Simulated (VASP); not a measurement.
# Ti (P6_3/mmc) in VASP: settings compared, part 3 of 3

VASP 6.6.1. Earlier steps stand in the parts before.

## (5) Single point, PBEsol-based global hybrid with 25 % exact exchange

This run uses another cell than the first one, of 17.28 Å³/atom.

Input file POSCAR:

```
Ti
1.0
    2.9302007457      0.0000000000      0.0000000000
   -1.4651003729      2.5376282840      0.0000000000
    0.0000000000      0.0000000000      4.6485896576
Ti
2
Direct
    0.6666666667      0.3333333333      0.7500000000
    0.3333333333      0.6666666667      0.2500000000
```

Input file INCAR.step1:

```
SYSTEM = Ti
  PREC = Accurate
  ENCUT = 520
  EDIFF = 1E-5
  ISMEAR = -1
  SIGMA = 0.05
  LREAL = .False.
  LASPH = .True.
  NELM = 100
  ALGO = Normal
  ISIF = 2
  LWAVE = .True.
  GGA = PE
  NBANDS = 19
```

Input file INCAR.step2:

```
SYSTEM = Ti
  PREC = Accurate
  ENCUT = 520
  EDIFF = 1E-7
  ISMEAR = -1
  SIGMA = 0.05
  LREAL = .False.
  LASPH = .True.
  NELM = 100
  ALGO = Normal
  ISIF = 2
  LWAVE = .False.
  LCHARG = .True.
  GGA = PS
  LHFCALC = .True.
  AEXX = 0.25
  PRECFOCK = Normal
  LELF = .True.
  LVHAR = .True.
  ISTART = 1
  NBANDS = 19
```

Input file KPOINTS:

```
Automatic mesh
0
Gamma
  5 5 3
  0 0 0
```

The run is started by

```
> cat potpaw_PBE.64/Ti_sv/POTCAR > POTCAR
> cp INCAR.step1 INCAR
> mpirun -np 1 vasp_std > vasp.out
> cp INCAR.step2 INCAR
> mpirun -np 1 vasp_std > vasp.out
```

It took 26 min on 1 thread of Intel Xeon Platinum 8259CL at 2.50GHz (Skylake/Cascade Lake), shared host; peak memory 0.16 GiB.

The run converged. Its results:

- Free energy: -21.6485 eV
- Pressure: -5.5 GPa
- Band gap on the k mesh: zero (bands 12 and 13 overlap by 1.81 eV)

Stress tensor (GPa, compression positive):
```
-4.75  0.00  0.00
 0.00 -4.75  0.00
 0.00  0.00 -6.96
```

Levels at points of the mesh, in eV from the Fermi level:
| k point | band 9 | band 10 | band 11 | band 12 | band 13 | band 14 | band 15 | band 16 |
| --- | --- | --- | --- | --- | --- | --- | --- | --- |
| (0.00, 0.00, 0.00) | -8.13 | -3.92 | 0.51 | 1.40 | 1.40 | 1.64 | 2.12 | 2.12 |

Caveat: the k points lie up to 0.50 Å⁻¹ apart, too coarse for converged energies and pressures of a metal; the PAW data sets were made with another functional, which shifts forces and pressure a little.

## (6) Single point, PBEsol-based global hybrid with 25 % exact exchange

Input file POSCAR:

```
Ti
1.0
    2.9695369932      0.0000000000      0.0000000000
   -1.4847684966      2.5716944736      0.0000000000
    0.0000000000      0.0000000000      4.7109942807
Ti
2
Direct
    0.6666666667      0.3333333333      0.7500000000
    0.3333333333      0.6666666667      0.2500000000
```

Input file INCAR.step1:

```
SYSTEM = Ti
ALGO = Normal ; EDIFF = 1E-5
ENCUT = 520 ; GGA = PE
ISIF = 2 ; ISMEAR = -1
LASPH = .TRUE. ; LREAL = .FALSE.
LWAVE = .TRUE. ; NBANDS = 19
NELM = 60 ; PREC = Accurate
SIGMA = 0.05
```

Input file INCAR.step2:

```
SYSTEM = Ti
AEXX = 0.25 ; ALGO = Normal
EDIFF = 1E-6 ; ENCUT = 520
GGA = PS ; ISIF = 2
ISMEAR = -1 ; ISTART = 1
LASPH = .TRUE. ; LCHARG = .TRUE.
LELF = .TRUE. ; LHFCALC = .TRUE.
LREAL = .FALSE. ; LVHAR = .TRUE.
LWAVE = .FALSE. ; NBANDS = 19
NELM = 60 ; PREC = Accurate
PRECFOCK = Normal ; SIGMA = 0.05
```

Input file KPOINTS:

```
k-points
0
G
  5 5 3
  0 0 0
```

Potentials or basis: VASP PAW PBE potentials, release 64 (Ti_sv).

The run is started by

```
> cat potpaw_PBE.64/Ti_sv/POTCAR > POTCAR
> cp INCAR.step1 INCAR
> mpirun -np 1 vasp_std > vasp.out
> cp INCAR.step2 INCAR
> mpirun -np 1 vasp_std > vasp.out
```

OUTCAR:

```text
SYSTEM = Ti
   AEXX = 0.25
   EDIFF = 1E-6
   ENCUT = 520
   GGA = PS
   ISIF = 2
   ISMEAR = -1
   ISTART = 1
   LASPH = .TRUE.
   LHFCALC = .TRUE.
   LREAL = .FALSE.
   NELM = 60
   PREC = Accurate
   PRECFOCK = Normal

 ion  position               nearest neighbor table
   1  0.667  0.333  0.750-   2 2.91   2 2.91   2 2.91   2 2.91   2 2.91   2 2.91
   2  0.333  0.667  0.250-   1 2.91   1 2.91   1 2.91   1 2.91   1 2.91   1 2.91

  LATTYP: Found a hexagonal cell.
 ALAT       =     2.9695369932
 C/A-ratio  =     1.5864406780

  Lattice vectors:

 A1 = (   2.9695369932,   0.0000000000,   0.0000000000)
 A2 = (  -1.4847684966,   2.5716944736,   0.0000000000)
 A3 = (   0.0000000000,   0.0000000000,   4.7109942807)

Analysis of symmetry for initial positions (statically):
=====================================================================
 Subroutine PRICEL returns:
 Original cell was already a primitive cell.

 Routine SETGRP: Setting up the symmetry group for a
 hexagonal supercell.

 Subroutine GETGRP returns: Found 24 space group operations
 (whereof 12 operations were pure point group operations)
 out of a pool of 24 trial point group operations.
[... 154 lines left out ...]
  free energy    TOTEN  =       -21.58154195 eV

  energy without entropy =      -21.57129212  energy(sigma->0) =      -21.57641704

 E-fermi :   8.1117     XC(G=0):  -9.0468

 val. band max:        7.7013678206   @ k =   0.4000   0.2000   0.3333
 cond. band min:       8.1462791408   @ k =   0.2000   0.0000   0.3333
 fundamental gap:      0.4449113202
 Fermi energy:         8.1116505412

 k-point     1 :       0.0000    0.0000    0.0000
  band No.  band energies     occupation
      1     -54.2126      2.00000
      2     -54.0834      2.00000
      3     -29.2171      2.00000
      4     -28.5720      2.00000
      5     -28.5720      2.00000
      6     -28.5186      2.00000
[... 197 lines left out ...]
      6     -28.7225      2.00000
[... 11 lines left out ...]
     18      12.3702      0.00000
     19      14.0548      0.00000

------------------------ aborting loop because EDIFF is reached ----------------------------------------

  FORCE on cell =-STRESS in cart. coord.  units (eV):
  Direction    XX          YY          ZZ          XY          YZ          ZX
  --------------------------------------------------------------------------------------
  -------------------------------------------------------------------------------------
  Total       -2.0296820     -2.0296820     -2.5617834      0.0000000      0.0000000      0.0000000
  in kB      -90.3894797    -90.3894797   -114.0859867      0.0000000      0.0000000      0.0000000
  external PRESSURE =     -98.2883153 kB  Pullay stress =       0.0000000 kB

 VOLUME and BASIS-vectors are now :
 -----------------------------------------------------------------------------
  energy-cutoff  :      520.00
  volume of cell :       35.98
      direct lattice vectors                 reciprocal lattice vectors
     2.969536993  0.000000000  0.000000000     0.336752835  0.194424340  0.000000000
    -1.484768497  2.571694474  0.000000000     0.000000000  0.388848679  0.000000000
     0.000000000  0.000000000  4.710994281     0.000000000  0.000000000  0.212269415

 POSITION                                       TOTAL-FORCE (eV/Angst)
 -----------------------------------------------------------------------------------
      1.48477      0.85723      3.53325         0.000000      0.000000      0.000000
     -0.00000      1.71446      1.17775        -0.000000     -0.000000     -0.000000
 -----------------------------------------------------------------------------------
    total drift:                               -0.000001      0.000000      0.000004

  FREE ENERGIE OF THE ION-ELECTRON SYSTEM (eV)
  ---------------------------------------------------
  free  energy   TOTEN  =       -21.5815419522 eV

  energy  without entropy=      -21.5712921202  energy(sigma->0) =      -21.57641704
```

OSZICAR.step1:

```text
N       E                     dE             d eps       ncg     rms          rms(c)
DAV:   1     0.267137988076E+03    0.26714E+03   -0.12967E+04   380   0.154E+03
DAV:   2     0.126081693694E+02   -0.25453E+03   -0.25051E+03   392   0.444E+02
DAV:   3    -0.165993641185E+02   -0.29208E+02   -0.28905E+02   700   0.122E+02
DAV:   4    -0.177635950007E+02   -0.11642E+01   -0.11609E+01   437   0.262E+01
DAV:   5    -0.178242711736E+02   -0.60676E-01   -0.60666E-01   561   0.426E+00    0.115E+01
DAV:   6    -0.156563743775E+02    0.21679E+01   -0.81620E+00   440   0.282E+01    0.275E+00
DAV:   7    -0.156492558350E+02    0.71185E-02   -0.67704E-01   568   0.567E+00    0.203E+00
DAV:   8    -0.156721285386E+02   -0.22873E-01   -0.17876E-01   399   0.487E+00    0.662E-01
DAV:   9    -0.156654595495E+02    0.66690E-02   -0.35948E-02   424   0.198E+00    0.689E-02
DAV:  10    -0.156659228206E+02   -0.46327E-03   -0.32644E-03   519   0.326E-01    0.670E-02
DAV:  11    -0.156659354767E+02   -0.12656E-04   -0.90253E-05   464   0.749E-02    0.378E-02
DAV:  12    -0.156659250236E+02    0.10453E-04   -0.48493E-05   381   0.567E-02    0.335E-03
DAV:  13    -0.156659255132E+02   -0.48967E-06   -0.89627E-07   208   0.901E-03
   1 F= -.15665926E+02 E0= -.15653892E+02  d E =-.240666E-01
```

It took 19 min on 1 thread of Intel Xeon Platinum 8259CL at 2.50GHz (Skylake/Cascade Lake), shared host; peak memory 0.16 GiB.

Results:

```
Free energy            : -21.5815 eV
Pressure               : -9.8 GPa
Band gap on the k mesh : zero (bands 12 and 13 overlap by 1.76 eV)
```

Caveat: the k points lie up to 0.49 Å⁻¹ apart, too coarse for converged energies and pressures of a metal; the PAW data sets were made with another functional, which shifts forces and pressure a little.

## (7) The runs side by side

| level | spin | cell | k mesh | cutoff (eV) | smearing | grid for exact exchange (PRECFOCK) | share of exact exchange | gap on the mesh (eV) | pressure (GPa) | moment (μB) |
| --- | --- | --- | --- | --- | --- | --- | --- | --- | --- | --- |
| b88 exchange, pbe correlation | non-collinear, typed start | a = 2.970, b = 2.970, c = 4.711 Å, angles 90.0, 90.0, 120.0°, 2 atoms | 8 × 8 × 4 | 500 | methfessel-paxton 0.05 eV | - | - | none | -4.3 | 0.00 |
| b88 exchange, pbe correlation | non-collinear, typed start | a = 2.989, b = 2.989, c = 4.742 Å, angles 90.0, 90.0, 120.0°, 2 atoms | 8 × 8 × 4 | 500 | methfessel-paxton 0.05 eV | - | - | none | -6.0 | 0.00 |
| b88 exchange, pbe correlation | non-collinear, typed start | a = 3.008, b = 3.008, c = 4.772 Å, angles 90.0, 90.0, 120.0°, 2 atoms | 8 × 8 × 4 | 500 | methfessel-paxton 0.05 eV | - | - | none | -7.6 | 0.00 |
| PBEsol-based global hybrid with 25 % exact exchange | off | a = 2.930, b = 2.930, c = 4.649 Å, angles 90.0, 90.0, 120.0°, 2 atoms | 5 × 5 × 3 | 520 | fermi-dirac 0.05 eV | Normal | 0.25 | none | -5.5 | - |
| PBEsol-based global hybrid with 25 % exact exchange | off | a = 2.970, b = 2.970, c = 4.711 Å, angles 90.0, 90.0, 120.0°, 2 atoms | 5 × 5 × 3 | 520 | fermi-dirac 0.05 eV | Normal | 0.25 | none | -9.8 | - |

Alike in all rows: task single point; potentials or basis VASP PAW PBE potentials, release 64 (Ti_sv).

Caveats: some runs use coarse meshes; the PAW data sets were made with another functional, which shifts forces and pressure a little; the cell stands under tension (at least some runs).

Absolute energies hang on the potentials; compare differences alone.

The gap in the log of VASP goes by the Fermi energy; the results here count the filled bands.